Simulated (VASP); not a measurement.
# HgTe (I-4m2) in VASP: a series of runs

Runs on HgTe. Level: r2SCAN. Tasks: single point.

Program: VASP 6.6.1. These are calculated values, not measurements. Logs are shortened: lines on timing, memory, paths and dates and some standing lists are left out, and cuts for length are marked.

## Step 1: The cell of the first run

It takes space group I-4m2 (No. 119, tetragonal). The conventional cell has a = 6.050 Å, b = 6.050 Å, c = 3.098 Å, α = 90.00°, β = 90.00°, γ = 90.00°. Within 4.1 Å of Hg (site symmetry -4m2) lie 2 Hg at 3.10 Å and 8 Te at 3.12 to 3.81 Å. Within 4.1 Å of Te (site symmetry -4m2) lie 2 Te at 3.10 Å and 8 Hg at 3.12 to 3.81 Å.

## Step 2: Single point, r2SCAN

File POSCAR:

```
HgTe
1.0
   -3.0251620955      3.0251620955      1.5489438457
    3.0251620955     -3.0251620955      1.5489438457
    3.0251620955      3.0251620955     -1.5489438457
Hg Te
1 1
Direct
    0.7500000000      0.2500000000      0.5000000000
    0.0000000000      0.0000000000      0.0000000000
```

File INCAR.step1:

```
SYSTEM = HgTe
PREC = Accurate
ENCUT = 520
ISMEAR = -1
SIGMA = 0.05
LREAL = .FALSE.
LASPH = .TRUE.
NELM = 60
NBANDS = 16
GGA = PE
ALGO = Normal
EDIFF = 1E-4
LWAVE = .TRUE.
LCHARG = .FALSE.
```

File INCAR.step2:

```
SYSTEM = HgTe
PREC = Accurate
ENCUT = 520
EDIFF = 1E-7
ISMEAR = -1
SIGMA = 0.05
LREAL = .FALSE.
LASPH = .TRUE.
NELM = 60
ALGO = Normal
ISIF = 2
LWAVE = .FALSE.
LCHARG = .FALSE.
METAGGA = R2SCAN
LMIXTAU = .TRUE.
NBANDS = 16
ISTART = 1
```

File KPOINTS:

```
Automatic mesh
0
G
  10 10 10
  0 0 0
```

Potentials or basis: VASP PAW PBE potentials, release 64 (Hg, Te).

Run with:

```console
$ cat potpaw_PBE.64/Hg/POTCAR potpaw_PBE.64/Te/POTCAR > POTCAR
$ cp INCAR.step1 INCAR
$ mpirun -np 1 vasp_std > vasp.out
$ cp INCAR.step2 INCAR
$ mpirun -np 1 vasp_std > vasp.out
```

OUTCAR:

```text
SYSTEM = HgTe
   PREC = Accurate
   ENCUT = 520
   EDIFF = 1E-7
   ISMEAR = -1
   LREAL = .FALSE.
   LASPH = .TRUE.
   NELM = 60
   ISIF = 2
   METAGGA = R2SCAN
   ISTART = 1

 ion  position               nearest neighbor table
   1  0.750  0.250  0.500-   2 3.12   2 3.12   2 3.12   2 3.12
   2  0.000  0.000  0.000-   1 3.12   1 3.12   1 3.12   1 3.12

  LATTYP: Found a body centered tetragonal cell.
 ALAT       =     6.0503241910
 C/A-ratio  =     0.5120201156

  Lattice vectors:

 A1 = (  -3.0251620955,   3.0251620955,   1.5489438457)
 A2 = (   3.0251620955,  -3.0251620955,   1.5489438457)
 A3 = (   3.0251620955,   3.0251620955,  -1.5489438457)

Analysis of symmetry for initial positions (statically):
=====================================================================
 Subroutine PRICEL returns:
 Original cell was already a primitive cell.

 Routine SETGRP: Setting up the symmetry group for a
 body centered tetragonal supercell.

 Subroutine GETGRP returns: Found  8 space group operations
 (whereof  8 operations were pure point group operations)
 out of a pool of 16 trial point group operations.

The static configuration has the point symmetry D_2d.

Analysis of symmetry for dynamics (positions and initial velocities):
=====================================================================
 Subroutine PRICEL returns:
 Original cell was already a primitive cell.

 Routine SETGRP: Setting up the symmetry group for a
 body centered tetragonal supercell.

 Subroutine GETGRP returns: Found  8 space group operations
 (whereof  8 operations were pure point group operations)
 out of a pool of 16 trial point group operations.

The dynamic configuration has the point symmetry D_2d.

 Subroutine INISYM returns: Found  8 space group operations
 (whereof  8 operations are pure point group operations),
 and found     1 'primitive' translations

----------------------------------------------------------------------------------------

                                     Primitive cell

  volume of cell :      56.7013

  direct lattice vectors                    reciprocal lattice vectors
    -3.025162095  3.025162095  1.548943846     0.000000000  0.165280400  0.322800598
     3.025162095 -3.025162095  1.548943846     0.165280400  0.000000000  0.322800598
     3.025162095  3.025162095 -1.548943846     0.165280400  0.165280400  0.000000000

  length of vectors
     4.549993236  4.549993236  4.549993236     0.362653880  0.362653880  0.233741783

  position of ions in fractional coordinates (direct lattice)
     0.750000000  0.250000000  0.500000000
     0.000000000  0.000000000  0.000000000

  ion indices of the primitive-cell ions
   primitive index   ion index
                 1           1
                 2           2

----------------------------------------------------------------------------------------

 KPOINTS: Automatic mesh

Automatic generation of k-mesh.
 Grid dimensions read from file:
 generate k-points for:   10   10   10

 Generating k-lattice:

  Cartesian coordinates                     Fractional coordinates (reciprocal lattice)
     0.000000000  0.016528040  0.032280060     0.100000000  0.000000000 -0.000000000
     0.016528040  0.000000000  0.032280060     0.000000000  0.100000000 -0.000000000
     0.016528040  0.016528040  0.000000000     0.000000000  0.000000000  0.100000000

  Length of vectors
     0.036265388  0.036265388  0.023374178

  Shift w.r.t. Gamma in fractional coordinates (k-lattice)
     0.000000000  0.000000000  0.000000000

 Subroutine IBZKPT returns following result:
 ===========================================

 Found    102 irreducible k-points:

 Following reciprocal coordinates:
            Coordinates               Weight
  0.000000  0.000000  0.000000      1.000000
  0.100000  0.000000 -0.000000      8.000000
  0.200000  0.000000 -0.000000      8.000000
  0.300000  0.000000  0.000000      8.000000
  0.400000  0.000000 -0.000000      8.000000
  0.500000  0.000000  0.000000      4.000000
[... 16 lines left out ...]
  0.300000  0.300000 -0.000000      8.000000
  0.400000  0.300000 -0.000000     16.000000
 [... further k-points ...]
   k-points           NKPTS =    102   k-points in BZ     NKDIM =    102   number of bands    NBANDS=     16
   number of dos      NEDOS =    301   number of ions     NIONS =      2
   total plane-waves  NPLWV =  46656
   dimension x,y,z NGX =    36 NGY =   36 NGZ =   36
   dimension x,y,z NGXF=    72 NGYF=   72 NGZF=   72
   ions per type =               1   1
   NGX,Y,Z   is equivalent  to a cutoff of  13.15, 13.15, 13.15 a.u.
   NGXF,Y,Z  is equivalent  to a cutoff of  26.31, 26.31, 26.31 a.u.
 SYSTEM =  HgTe
   PREC   = accura    normal or accurate (medium, high low for compatibility)
   ISTART =      1    job   : 0-new  1-cont  2-samecut
   ICHARG =      0    charge: 1-file 2-atom 10-const
   ISPIN  =      1    spin polarized calculation?
   LNONCOLLINEAR =      F non collinear calculations
   LSORBIT =      F    spin-orbit coupling
   LASPH  =      T    aspherical Exc in radial PAW
   ENCUT  =  520.0 eV  38.22 Ry    6.18 a.u.   8.46  8.46  8.46*2*pi/ulx,y,z
   NELM   =     60;   NELMIN=  2; NELMDL=  0     # of ELM steps
   EDIFF  = 0.1E-06   stopping-criterion for ELM
   LREAL  =      F    real-space projection
   EDIFFG = 0.1E-05   stopping-criterion for IOM
   NSW    =      0    number of steps for IOM
   IBRION =     -1    ionic relax: 0-MD 1-quasi-New 2-CG
   NFREE  =      0    steps in history (QN), initial steepest desc. (CG)
   ISIF   =      2    stress and relaxation
   ISYM   =      2    0-nonsym 1-usesym 2-fastsym
   POTIM  = 0.5000    time-step for ionic-motion
   TEBEG  =    0.0;   TEEND  =   0.0 temperature during run
   PSTRESS=    0.0 pullay stress
   NELECT =      18.0000    total number of electrons
   NUPDOWN=      -1.0000    fix difference up-down
   EMIN   =  10.00;   EMAX   =-10.00  energy-range for DOS
   EFERMI =   0.00;   METHOD = LEGACY
   ISMEAR =    -1;   SIGMA  =   0.05  broadening in eV -4-tet -1-fermi 0-gaus
   EFERMI_NEDOS =   21; number of points for ismear=-14 and -15
   IALGO  =     38    algorithm
   IMIX   =      4    mixing-type and parameters
     AMIX     =   0.40;   BMIX     =  1.00
     AMIX_MAG =   1.60;   BMIX_MAG =  1.00
  volume/ion in A,a.u.               =      28.35       191.32
  Fermi-wavevector in a.u.,A,eV,Ry     =   1.116781  2.110410 16.969183  1.247200
  Thomas-Fermi vector in A             =   2.253398
   LORBIT       =      0    0 simple, 1 ext, 2 COOP (PROOUT), +10 PAW based schemes
   METAGGA = R2SCAN    functional components
   LHFCALC =     F    Hartree Fock is set to
   AEXX    =    0.0000 exact exchange contribution
   IVDW    =     0    specifies the selected vdW correction
   LEPSILON=     F    determine dielectric tensor
   LRPA    =     F    only Hartree local field effects (RPA)
 non-spin polarized calculation
  energy-cutoff  :      520.00
  volume of cell :       56.70
 maximum number of plane-waves:      1543
 NGX is ok and might be reduce to    36
   NGX = 17   NGY = 17   NGZ = 17

 number of electron      18.0000000 magnetization

 Free energy of the ion-electron system (eV)
  ---------------------------------------------------
  ext. energy  EPLUGINS =         0.00000000
  ---------------------------------------------------
  free energy    TOTEN  =       -74.71502600 eV

  energy without entropy =      -74.70503639  energy(sigma->0) =      -74.71003119

 E-fermi :   4.5397     XC(G=0): -10.4510

 val. band max:        4.5361974927   @ k =  -0.3000   0.2000  -0.0000
 cond. band min:       4.5565400285   @ k =  -0.4000   0.5000   0.1000
 fundamental gap:      0.0203425358
 Fermi energy:         4.5396726963

 k-point     1 :       0.0000    0.0000    0.0000
  band No.  band energies     occupation
      1      -8.5453      2.00000
      2      -3.3956      2.00000
      3      -2.6307      2.00000
      4      -2.5610      2.00000
      5      -2.1289      2.00000
      6      -2.1289      2.00000
[... 8 lines left out ...]
     15      15.0867      0.00000
     16      16.5925      0.00000

 k-point     2 :       0.1000    0.0000   -0.0000
  band No.  band energies     occupation
      1      -8.3732      2.00000
      2      -3.2389      2.00000
      3      -2.6099      2.00000
      4      -2.5750      2.00000
      5      -2.2149      2.00000
      6      -2.2120      2.00000
[... 8 lines left out ...]
     15      15.4393      0.00000
     16      15.6238      0.00000

 k-point     3 :       0.2000    0.0000   -0.0000
  band No.  band energies     occupation
      1      -7.8737      2.00000
      2      -2.8254      2.00000
      3      -2.6090      2.00000
      4      -2.5709      2.00000
      5      -2.4080      2.00000
      6      -2.3963      2.00000
[... 8 lines left out ...]
     15      14.3222      0.00000
     16      14.5150      0.00000

 k-point     4 :       0.3000    0.0000    0.0000
  band No.  band energies     occupation
      1      -7.1115      2.00000
      2      -2.7098      2.00000
      3      -2.6858      2.00000
      4      -2.5518      2.00000
      5      -2.4326      2.00000
      6      -2.3121      2.00000
[... 8 lines left out ...]
     15      13.2586      0.00000
     16      15.3243      0.00000

 k-point     5 :       0.4000    0.0000   -0.0000
  band No.  band energies     occupation
      1      -6.2721      2.00000
      2      -2.8863      2.00000
      3      -2.7670      2.00000
      4      -2.5724      2.00000
      5      -2.3706      2.00000
      6      -2.0396      2.00000
[... 8 lines left out ...]
     15      13.3303      0.00000
     16      16.6196      0.00000

 k-point     6 :       0.5000    0.0000    0.0000
  band No.  band energies     occupation
      1      -5.8424      2.00000
      2      -2.9528      2.00000
      3      -2.7986      2.00000
      4      -2.5125      2.00000
      5      -2.3442      2.00000
      6      -2.0855      2.00000
[... 8 lines left out ...]
     15      15.0066      0.00000
     16      15.4105      0.00000

 k-point     7 :       0.1000    0.1000   -0.0000
  band No.  band energies     occupation
      1      -7.9146      2.00000
      2      -2.8210      2.00000
      3      -2.5842      2.00000
      4      -2.5631      2.00000
      5      -2.4223      2.00000
      6      -2.4050      2.00000
[... 8 lines left out ...]
     15      13.9748      0.00000
     16      14.0864      0.00000

 k-point     8 :       0.2000    0.1000    0.0000
  band No.  band energies     occupation
      1      -7.1778      2.00000
      2      -2.7114      2.00000
      3      -2.6762      2.00000
      4      -2.5489      2.00000
      5      -2.4525      2.00000
      6      -2.2953      2.00000
[... 8 lines left out ...]
     15      13.2111      0.00000
     16      14.2906      0.00000

 k-point     9 :       0.3000    0.1000    0.0000
  band No.  band energies     occupation
      1      -6.3316      2.00000
      2      -2.8907      2.00000
      3      -2.8079      2.00000
      4      -2.5700      2.00000
      5      -2.3857      2.00000
      6      -1.9651      2.00000
[... 8 lines left out ...]
     15      13.1442      0.00000
     16      15.5389      0.00000
[... 172 lines left out ...]
 k-point    19 :       0.5000    0.2000   -0.0000
  band No.  band energies     occupation
      1      -6.8756      2.00000
      2      -2.7467      2.00000
      3      -2.6863      2.00000
      4      -2.5249      2.00000
      5      -2.3841      2.00000
      6      -2.3659      2.00000
[... 8 lines left out ...]
     15      14.8699      0.00000
     16      15.1561      0.00000

 k-point    20 :      -0.4000    0.2000    0.0000
  band No.  band energies     occupation
      1      -7.6097      2.00000
      2      -2.8562      2.00000
      3      -2.7298      2.00000
      4      -2.5938      2.00000
      5      -2.3912      2.00000
      6      -2.3225      2.00000
[... 8 lines left out ...]
     15      14.5501      0.00000
     16      16.3706      0.00000

 k-point    21 :      -0.3000    0.2000   -0.0000
  band No.  band energies     occupation
      1      -8.1361      2.00000
      2      -3.2485      2.00000
      3      -2.7433      2.00000
      4      -2.6251      2.00000
      5      -2.2081      2.00000
      6      -2.1733      2.00000
[... 8 lines left out ...]
     15      15.5875      0.00000
     16      16.3658      0.00000

 k-point    22 :      -0.2000    0.2000    0.0000
  band No.  band energies     occupation
      1      -8.3736      2.00000
      2      -3.4034      2.00000
      3      -2.6948      2.00000
      4      -2.6338      2.00000
      5      -2.1302      2.00000
      6      -2.1054      2.00000
[... 8 lines left out ...]
     15      16.5564      0.00000
     16      17.4384      0.00000

 k-point    23 :       0.3000    0.3000   -0.0000
  band No.  band energies     occupation
      1      -6.1040      2.00000
      2      -2.9312      2.00000
      3      -2.7824      2.00000
      4      -2.3865      2.00000
      5      -2.3584      2.00000
      6      -2.1546      2.00000
[... 8 lines left out ...]
     15      14.3752      0.00000
     16      15.3635      0.00000

 k-point    24 :       0.4000    0.3000   -0.0000
  band No.  band energies     occupation
      1      -6.7946      2.00000
      2      -2.7666      2.00000
      3      -2.6972      2.00000
      4      -2.4778      2.00000
      5      -2.3865      2.00000
      6      -2.3770      2.00000
[... 8 lines left out ...]
     15      15.0488      0.00000
     16      16.2084      0.00000

 [... further k-points ...]

------------------------ aborting loop because EDIFF is reached ----------------------------------------

  FORCE on cell =-STRESS in cart. coord.  units (eV):
  Direction    XX          YY          ZZ          XY          YZ          ZX
  --------------------------------------------------------------------------------------
  -------------------------------------------------------------------------------------
  Total       -0.6297684     -0.6297684      1.1773182      0.0000000      0.0000000      0.0000000
  in kB      -17.7950202    -17.7950202     33.2668341      0.0000000      0.0000000      0.0000000
  external PRESSURE =      -0.7744021 kB  Pullay stress =       0.0000000 kB

 VOLUME and BASIS-vectors are now :
 -----------------------------------------------------------------------------
  energy-cutoff  :      520.00
  volume of cell :       56.70
      direct lattice vectors                 reciprocal lattice vectors
    -3.025162095  3.025162095  1.548943846     0.000000000  0.165280400  0.322800598
     3.025162095 -3.025162095  1.548943846     0.165280400  0.000000000  0.322800598
     3.025162095  3.025162095 -1.548943846     0.165280400  0.165280400  0.000000000

 POSITION                                       TOTAL-FORCE (eV/Angst)
 -----------------------------------------------------------------------------------
      0.00000      3.02516      0.77447         0.000000     -0.000000     -0.000000
      0.00000      0.00000      0.00000        -0.000000      0.000000      0.000000
 -----------------------------------------------------------------------------------
    total drift:                               -0.000000      0.000000     -0.000000

  FREE ENERGIE OF THE ION-ELECTRON SYSTEM (eV)
  ---------------------------------------------------
  free  energy   TOTEN  =       -74.7150259972 eV

  energy  without entropy=      -74.7050363873  energy(sigma->0) =      -74.71003119
```

Wall time 5.1 min (1 thread of Intel Xeon 6975P-C, shared host); peak memory 0.28 GiB.

What came out:

| Item | Value |
| --- | --- |
| Free energy | -74.7150 eV |
| Pressure | -0.1 GPa |
| Band gap on the k mesh | zero (band 9 reaches 6.15 eV, above the bottom of band 10 at 2.54 eV) |

Stress tensor (GPa, compression positive):
```
-1.78  0.00  0.00
 0.00 -1.78  0.00
 0.00  0.00  3.33
```

Caveat: the PAW data sets were made with another functional, which shifts forces and pressure a little; spin-orbit coupling is left out, which moves the levels of the heavy elements.

## Step 3: Single point, r2SCAN

This run uses another cell than the first one, of 28.93 Å³/atom, 1.020 times its volume.

File POSCAR:

```
HgTe
1.0
   -3.0456030000      3.0456030000      1.5594100000
    3.0456030000     -3.0456030000      1.5594100000
    3.0456030000      3.0456030000     -1.5594100000
Hg Te
1 1
Direct
    0.7500000000      0.2500000000      0.5000000000
    0.0000000000      0.0000000000      0.0000000000
```

File INCAR.step1:

```
  PREC = Accurate
  ENCUT = 520
  ISMEAR = -1
  SIGMA = 0.05
  LREAL = False
  LASPH = True
  NELM = 100
  NBANDS = 16
  GGA = PE
  ALGO = Normal
  EDIFF = 1E-4
  LWAVE = True
  LCHARG = False
```

File INCAR.step2:

```
  PREC = Accurate
  ENCUT = 520
  EDIFF = 1E-6
  ISMEAR = -1
  SIGMA = 0.05
  LREAL = False
  LASPH = True
  NELM = 100
  ALGO = Normal
  ISIF = 2
  LWAVE = False
  LCHARG = True
  METAGGA = R2SCAN
  LMIXTAU = True
  LELF = True
  LVHAR = True
  NBANDS = 16
  ISTART = 1
```

File KPOINTS:

```
regular mesh
0
Gamma
  10 10 10
```

Potentials or basis: VASP PAW PBE potentials, release 64 (Hg, Te).

Run with:

```console
$ cat potpaw_PBE.64/Hg/POTCAR potpaw_PBE.64/Te/POTCAR > POTCAR
$ cp INCAR.step1 INCAR
$ mpirun -np 1 vasp_std > vasp.out
$ cp INCAR.step2 INCAR
$ mpirun -np 1 vasp_std > vasp.out
```

Wall time 4.7 min (1 thread of Intel Xeon 6975P-C, shared host); peak memory 0.28 GiB.

It converged, with:

```
Free energy            : -74.7115 eV
Pressure               : -1.0 GPa
Band gap on the k mesh : zero (band 9 reaches 5.86 eV, above the bottom of band 10 at 2.36 eV)
```

Stress tensor (GPa, compression positive):
```
-2.55  0.00  0.00
 0.00 -2.55  0.00
 0.00  0.00  2.17
```

Levels at points of the mesh, in eV from the Fermi level:
```csv
k point,band 5,band 6,band 7,band 8,band 9,band 10,band 11,band 12,band 13,band 14
"(0.00, 0.00, 0.00)",-6.61,-6.61,-3.43,-2.58,-2.58,3.70,4.96,7.33,7.33,9.58
"(0.50, 0.00, 0.00)",-6.82,-6.55,-4.79,-2.08,-1.21,-0.01,3.42,4.14,6.24,8.59
"(0.50, 0.50, 0.00)",-6.58,-6.56,-6.38,-1.02,1.55,2.32,3.06,3.70,9.28,10.99
"(0.50, 0.50, 0.50)",-6.58,-6.49,-4.49,-4.47,-4.47,3.35,7.74,8.58,8.58,12.29
```

Caveat: the PAW data sets were made with another functional, which shifts forces and pressure a little; spin-orbit coupling is left out, which moves the levels of the heavy elements.
